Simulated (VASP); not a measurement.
# TiO2 (P1) in VASP: notebook

The runs below take TiO2 through single point, with PBE.

All numbers are computed with VASP 6.6.1; they aren't measurements. Logs are shortened: lines on timing, memory, paths and dates and some standing lists are left out, and cuts for length are marked.

### 1 The cell of the first run

The typed cell holds 36 atoms: a = 8.233 Å, b = 8.233 Å, c = 10.756 Å, α = 70.94°, β = 70.94°, γ = 68.90°.

### 2 Single point, PBE

Input file INCAR:

```
SYSTEM = TiO2
PREC = Accurate
ENCUT = 520
EDIFF = 1E-6
ISMEAR = -1
SIGMA = 0.24
LREAL = Auto
LASPH = .TRUE.
NELM = 60
ALGO = Normal
ISIF = 2
LWAVE = .FALSE.
LCHARG = .FALSE.
GGA = PE
NBANDS = 168
```

Input file KPOINTS:

```
Automatic mesh
0
G
  2 2 1
  0 0 0
```

Input file POSCAR:

```
TiO2
1.0
   -2.6888770000      4.6572710000      6.2335590000
    5.3777530000      0.0000000000      6.2335590000
    5.3777530000      9.3145420000      0.0000000000
Ti O
12 24
Direct
    0.9130359168      0.4350543154      0.0109016957
    0.5500357752      0.1380302237      0.9291959106
   -0.0253764419     -0.0029059566      0.2528181168
    0.9442499873      0.4251924131      0.5173707862
    0.5287184019      0.1161299102      0.4517575979
   -0.0223149993      0.0321649100      0.7799768361
    0.4588712228      0.9042184664      0.2572979285
    0.0931488129      0.6149538937      0.2075765759
    0.5058689122      0.5255482927      0.5030447429
    0.4321063176      0.9407209870      0.7564154822
    0.0436100561      0.5980779427      0.7092454090
    0.4821742158      0.5396978801      0.0175622170
   -0.0028729946      0.1902619324      0.1026438352
    0.9895938506      0.5994983518      0.0743883336
    0.3215314500      0.6513958938      0.1373272999
    0.4589873874      0.3607209045      0.9641559780
    0.5511391810      0.9240373594      0.0588537231
    0.2308791642      0.9047481716      0.2748533598
   -0.0265781264      0.1948608040      0.6035274238
    0.9502820587      0.6366765311      0.5459719787
    0.2834474666      0.5233628965      0.6939587941
    0.4386177266      0.3390118747      0.4965395381
    0.4114651287      0.9339460561      0.6033464006
    0.1841635324      1.0386210759      0.8011237183
    0.5063481980      0.6656788895      0.3368602795
    0.5141377904      0.1030377268      0.2955401327
    0.7819587986      0.1363448542      0.4004390086
    0.8843043342      0.8337511138      0.2378275893
    0.1160823852      0.4229676181      0.3307916668
    0.7067909573      0.4866364251      0.5239852879
    0.5037607162      0.6911746329      0.8549266111
    0.5284841899      0.0741731364      0.7603815527
    0.7678788648      0.1343505037      0.9041002801
    0.9925775283      0.8167901218      0.7370407973
   -0.0472085748      0.4331678639      0.8308474133
    0.6948534180      0.4184752598      0.0715203525
```

Potentials or basis: VASP PAW PBE potentials, release 64 (Ti_sv, O).

The run is started by

```bash
> cat potpaw_PBE.64/Ti_sv/POTCAR potpaw_PBE.64/O/POTCAR > POTCAR
> mpirun -np 1 vasp_std > vasp.out
```

OUTCAR:

```text
SYSTEM = TiO2
   PREC = Accurate
   ENCUT = 520
   EDIFF = 1E-6
   ISMEAR = -1
   LREAL = Auto
   LASPH = .TRUE.
   NELM = 60
   ISIF = 2
   GGA = PE

 ion  position               nearest neighbor table
   1  0.913  0.435  0.011-  36 1.74  35 1.86  13 1.91  14 2.05
   2  0.550  0.138  0.929-  33 1.71  16 1.83  17 1.85  32 2.12
   3  0.975  0.997  0.253-  28 1.82  13 1.87  18 2.03  27 2.14
   4  0.944  0.425  0.517-  19 1.78  30 1.82  20 1.88  29 2.04
   5  0.529  0.116  0.452-  26 1.76  22 1.87  27 2.03  23 2.06
   6  0.978  0.032  0.780-  24 1.81  33 1.91  34 1.93  19 1.94
   7  0.459  0.904  0.257-  25 1.82  18 1.82  17 1.99  26 2.04
   8  0.093  0.615  0.208-  29 1.69  15 1.88  14 1.95  28 2.02
   9  0.506  0.526  0.503-  30 1.64  25 1.78  22 1.84  21 2.26
  10  0.432  0.941  0.756-  32 1.59  23 1.73  24 1.86  31 1.95
  11  0.044  0.598  0.709-  35 1.74  34 1.80  21 1.81  20 2.03
  12  0.482  0.540  0.018-  15 1.74  31 1.78  16 1.83  36 1.85
  13  0.997  0.190  0.103-   3 1.87   1 1.91
  14  0.990  0.599  0.074-   8 1.95   1 2.05
  15  0.322  0.651  0.137-  12 1.74   8 1.88
  16  0.459  0.361  0.964-   2 1.83  12 1.83
  17  0.551  0.924  0.059-   2 1.85   7 1.99
[... 17 lines left out ...]
  35  0.953  0.433  0.831-  11 1.74   1 1.86
  36  0.695  0.418  0.072-   1 1.74  12 1.85

  LATTYP: Found a base centered monoclinic cell.
 ALAT       =    13.5775277034
 B/A-ratio  =     0.6860263670
 C/A-ratio  =     0.7921550029
 COS(beta)  =    -0.3960774830

  Lattice vectors:

 A1 = (   2.6888770000,  -4.6572710000,  -6.2335590000)
 A2 = (  -5.3777530000,   0.0000000000,  -6.2335590000)
 A3 = (   5.3777530000,   9.3145420000,   0.0000000000)

Analysis of symmetry for initial positions (statically):
=====================================================================
 Subroutine PRICEL returns:
 Original cell was already a primitive cell.

 Routine SETGRP: Setting up the symmetry group for a
 base centered monoclinic supercell.

 Subroutine GETGRP returns: Found  1 space group operations
 (whereof  1 operations were pure point group operations)
 out of a pool of  4 trial point group operations.

The static configuration has the point symmetry C_1 .

Analysis of symmetry for dynamics (positions and initial velocities):
=====================================================================
 Subroutine PRICEL returns:
 Original cell was already a primitive cell.

 Routine SETGRP: Setting up the symmetry group for a
 base centered monoclinic supercell.

 Subroutine GETGRP returns: Found  1 space group operations
 (whereof  1 operations were pure point group operations)
 out of a pool of  4 trial point group operations.

The dynamic configuration has the point symmetry C_1 .

 Subroutine INISYM returns: Found  1 space group operations
 (whereof  1 operations are pure point group operations),
 and found     1 'primitive' translations

----------------------------------------------------------------------------------------

                                     Primitive cell

  volume of cell :     624.4943

  direct lattice vectors                    reciprocal lattice vectors
    -2.688877000  4.657271000  6.233559000    -0.092975631  0.053679502  0.080210996
     5.377753000  0.000000000  6.233559000     0.092975631 -0.053679502  0.080211004
     5.377753000  9.314542000  0.000000000     0.046487815  0.080519258 -0.040105498

  length of vectors
     8.232708576  8.232708250 10.755506497     0.134014032  0.134014036  0.101256698

  position of ions in fractional coordinates (direct lattice)
     0.913035917  0.435054315  0.010901696
     0.550035775  0.138030224  0.929195911
     0.974623558  0.997094043  0.252818117
     0.944249987  0.425192413  0.517370786
     0.528718402  0.116129910  0.451757598
     0.977685001  0.032164910  0.779976836
[... 28 lines left out ...]
     0.952791425  0.433167864  0.830847413
     0.694853418  0.418475260  0.071520353

[... 55 lines left out ...]
     0.067007016  0.067007018  0.101256698

  Shift w.r.t. Gamma in fractional coordinates (k-lattice)
     0.000000000  0.000000000  0.000000000

 -----------------------------------------------------------------------------
|                                                                             |
|           W    W    AA    RRRRR   N    N  II  N    N   GGGG   !!!           |
|           W    W   A  A   R    R  NN   N  II  NN   N  G    G  !!!           |
|           W    W  A    A  R    R  N N  N  II  N N  N  G       !!!           |
|           W WW W  AAAAAA  RRRRR   N  N N  II  N  N N  G  GGG   !            |
|           WW  WW  A    A  R   R   N   NN  II  N   NN  G    G                |
|           W    W  A    A  R    R  N    N  II  N    N   GGGG   !!!           |
|                                                                             |
|     Your reciprocal lattice and k-lattice belong to different lattice       |
|     classes:                                                                |
|                                                                             |
|        The reciprocal lattice is base-centered monoclinic,                  |
|        whereas your k-lattice is face-centered orthorhombic.                |
|                                                                             |
|     Results are often still useful ...                                      |
|                                                                             |
 -----------------------------------------------------------------------------

 Subroutine IBZKPT returns following result:
 ===========================================

 Found      4 irreducible k-points:

 Following reciprocal coordinates:
            Coordinates               Weight
  0.000000  0.000000  0.000000      1.000000
  0.500000 -0.000000  0.000000      1.000000
 -0.000000  0.500000  0.000000      1.000000
  0.500000  0.500000  0.000000      1.000000
   k-points           NKPTS =      4   k-points in BZ     NKDIM =      4   number of bands    NBANDS=    168
   number of dos      NEDOS =    301   number of ions     NIONS =     36
   total plane-waves  NPLWV = 327680
   dimension x,y,z NGX =    64 NGY =   64 NGZ =   80
   dimension x,y,z NGXF=   128 NGYF=  128 NGZF=  160
   ions per type =              12  24
   NGX,Y,Z   is equivalent  to a cutoff of  12.92, 12.92, 12.37 a.u.
   NGXF,Y,Z  is equivalent  to a cutoff of  25.85, 25.85, 24.73 a.u.
 SYSTEM =  TiO2
   PREC   = accura    normal or accurate (medium, high low for compatibility)
   ISTART =      0    job   : 0-new  1-cont  2-samecut
   ICHARG =      2    charge: 1-file 2-atom 10-const
   ISPIN  =      1    spin polarized calculation?
   LNONCOLLINEAR =      F non collinear calculations
   LSORBIT =      F    spin-orbit coupling
   LASPH  =      T    aspherical Exc in radial PAW
   ENCUT  =  520.0 eV  38.22 Ry    6.18 a.u.  15.31 15.31 20.00*2*pi/ulx,y,z
   NELM   =     60;   NELMIN=  2; NELMDL= -5     # of ELM steps
   EDIFF  = 0.1E-05   stopping-criterion for ELM
   LREAL  =      T    real-space projection
   EDIFFG = 0.1E-04   stopping-criterion for IOM
   NSW    =      0    number of steps for IOM
[... 5 lines left out ...]
   TEBEG  =    0.0;   TEEND  =   0.0 temperature during run
   PSTRESS=    0.0 pullay stress
   NELECT =     288.0000    total number of electrons
   NUPDOWN=      -1.0000    fix difference up-down
   EMIN   =  10.00;   EMAX   =-10.00  energy-range for DOS
   EFERMI =   0.00;   METHOD = LEGACY
   ISMEAR =    -1;   SIGMA  =   0.24  broadening in eV -4-tet -1-fermi 0-gaus
   EFERMI_NEDOS =   21; number of points for ismear=-14 and -15
   IALGO  =     38    algorithm
   IMIX   =      4    mixing-type and parameters
     AMIX     =   0.40;   BMIX     =  1.00
     AMIX_MAG =   1.60;   BMIX_MAG =  1.00
  volume/ion in A,a.u.               =      17.35       117.06
  Fermi-wavevector in a.u.,A,eV,Ry     =   1.264822  2.390168 21.766266  1.599775
  Thomas-Fermi vector in A             =   2.398108
   LORBIT       =      0    0 simple, 1 ext, 2 COOP (PROOUT), +10 PAW based schemes
   GGA     = PE    functional components
   LHFCALC =     F    Hartree Fock is set to
   AEXX    =    0.0000 exact exchange contribution
   IVDW    =     0    specifies the selected vdW correction
   LEPSILON=     F    determine dielectric tensor
   LRPA    =     F    only Hartree local field effects (RPA)
 non-spin polarized calculation
  energy-cutoff  :      520.00
  volume of cell :      624.49
 maximum number of plane-waves:     16872
 NGX is ok and might be reduce to    64
   NGX = 31   NGY = 31   NGZ = 39

 number of electron     287.9999991 magnetization

 Free energy of the ion-electron system (eV)
  ---------------------------------------------------
  ext. energy  EPLUGINS =         0.00000000
  ---------------------------------------------------
  free energy    TOTEN  =      -309.50525429 eV

  energy without entropy =     -309.35736908  energy(sigma->0) =     -309.43131169

 E-fermi :   1.3048     XC(G=0):  -8.3852

 val. band max:        0.2342504075   @ k =   0.5000   0.5000   0.0000
 cond. band min:       2.4739837319   @ k =   0.5000  -0.0000   0.0000
 fundamental gap:      2.2397333244
 Fermi energy:         1.3048144071

 k-point     1 :       0.0000    0.0000    0.0000
  band No.  band energies     occupation
      1     -56.7117      2.00000
      2     -56.5686      2.00000
      3     -56.5188      2.00000
      4     -56.4552      2.00000
      5     -56.3099      2.00000
      6     -56.2746      2.00000
[... 625 lines left out ...]
    155       3.1998      0.00074
    156       3.2602      0.00058
 [bands above 156 left out]

------------------------ aborting loop because EDIFF is reached ----------------------------------------

  FORCE on cell =-STRESS in cart. coord.  units (eV):
  Direction    XX          YY          ZZ          XY          YZ          ZX
  --------------------------------------------------------------------------------------
  -------------------------------------------------------------------------------------
  Total      -11.2193282     -5.3455380    -14.4787403     -6.0818480     -2.1470023     -5.3736168
  in kB      -28.7838570    -13.7142973    -37.1460735    -15.6033445     -5.5082626    -13.7863352
  external PRESSURE =     -26.5480759 kB  Pullay stress =       0.0000000 kB

 VOLUME and BASIS-vectors are now :
 -----------------------------------------------------------------------------
  energy-cutoff  :      520.00
  volume of cell :      624.49
      direct lattice vectors                 reciprocal lattice vectors
    -2.688877000  4.657271000  6.233559000    -0.092975631  0.053679502  0.080210996
     5.377753000  0.000000000  6.233559000     0.092975631 -0.053679502  0.080211004
     5.377753000  9.314542000  0.000000000     0.046487815  0.080519258 -0.040105498

 POSITION                                       TOTAL-FORCE (eV/Angst)
 -----------------------------------------------------------------------------------
     -0.05680      4.35380      8.40340        -0.578821      2.814753     -0.257348
      4.26030     11.21670      4.28910         0.068345     -0.892923     -1.034813
      4.10108      6.89397     12.29082         2.988890      0.538611      1.655421
      2.52990      9.21670      8.53650        -0.586313     -0.835250      2.008490
      1.63230      6.67030      4.01970        -0.090882      1.697003      2.317831
      1.73862     11.81847      6.29496        -1.531943     -0.885498      0.837977
[... 28 lines left out ...]
      4.23562     12.17637      8.63946         0.822266      1.545933     -1.262004
      0.76670      3.90230      6.94000         1.249326     -0.098474      0.416045
 -----------------------------------------------------------------------------------
    total drift:                                0.022891      0.001878      0.004649

  FREE ENERGIE OF THE ION-ELECTRON SYSTEM (eV)
  ---------------------------------------------------
  free  energy   TOTEN  =      -309.5052542855 eV

  energy  without entropy=     -309.3573690846  energy(sigma->0) =     -309.43131169
```

Wall time 13 min (1 thread of Intel Xeon Platinum 8488C (Sapphire Rapids), shared host); peak memory 0.79 GiB.

Results:

```yaml
Free_energy: -309.5053 eV
Pressure: -2.7 GPa
Largest_force: 9.191 eV/Å
Band_gap_on_the_k_mesh: 2.24 eV (least direct gap 2.26 eV)
```

Forces in eV/Å, atoms in the order of the input:
```
Ti  -0.579  2.815 -0.257
Ti   0.068 -0.893 -1.035
Ti   2.989  0.539  1.655
Ti  -0.586 -0.835  2.008
Ti  -0.091  1.697  2.318
Ti  -1.532 -0.885  0.838
Ti  -0.648 -2.757 -0.153
Ti   0.535 -4.735  0.525
Ti   3.265 -2.242 -6.148
Ti  -1.873  0.221 -8.996
Ti  -1.883 -2.052  3.519
Ti  -2.583 -1.336  1.025
O    0.044  0.435 -0.108
O   -1.216  0.823 -0.861
O    1.962 -0.284 -1.821
O   -0.149 -0.029 -1.994
O    2.232  0.931 -0.160
O    1.760 -0.755  0.342
O    0.537  1.815 -0.199
O   -1.471  1.900 -1.134
O   -0.696 -1.649  0.782
O   -1.120 -0.350 -0.230
O   -2.520 -3.158  3.119
O    1.537 -0.181 -1.865
O    0.308  0.204  1.377
O   -0.713 -0.647 -2.099
O   -2.397 -1.191 -2.223
O   -0.905  1.570  1.484
O    1.209  2.125 -2.470
O   -1.607  2.786  2.418
O    0.768  0.065  1.043
O    3.168  3.610  7.714
O   -2.447  0.342  1.480
O    2.559  0.655  0.950
O    0.822  1.546 -1.262
O    1.249 -0.098  0.416
```

Caveat: the k points lie up to 0.64 Å⁻¹ apart; an odd mesh through Γ misses points on the zone boundary, where band edges can lie; forces of over 1 eV/Å act on the atoms, so gaps and moduli don't describe the material at rest.

(Continued in part 2 of 2.)
